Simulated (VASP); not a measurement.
Crystal: La2O3.

```xyz
5
Lattice="6.2842 0.0000 0.0000 -3.1421 5.4423 0.0000 0.0000 0.0000 3.2454" Properties=species:S:1:pos:R:3 pbc="T T T"
La    3.1421    1.8141    1.6166
La    0.0000    3.6282    1.6289
O     3.1710    0.0000    0.0000
O    -1.5855    2.7462    0.0000
O     1.5566    2.6961    0.0000
```

This cell differs from its parent crystal: volume scaled by 0.96.

Base run:

- Program: VASP 6.6.1
- Functional: PBE
- Potentials or basis: VASP PAW PBE potentials, release 64 (La, O)
- Cutoff: 520 eV
- k mesh: 5 × 5 × 8
- Occupations: fermi-dirac, width 0.05 eV
- Spin: no spin polarisation

Its results: band gap on the k mesh 1.44 eV, indirect (least direct gap 2.00 eV); pressure 3.8 GPa; largest force 0.024 eV/Å.

Question: The run is repeated on the same cell with these changes: functional from PBE to LDA; potentials or basis from VASP PAW PBE potentials, release 64 (La, O) to VASP PAW LDA potentials, release 64 (La, O). What comes out?

Answer: Band gap on the k mesh 1.28 eV, indirect (least direct gap 1.85 eV); pressure -1.5 GPa; largest force 0.039 eV/Å.

Caveats: spin-orbit coupling is left out, which moves the levels of the heavy elements.

A k mesh can miss the band edges.
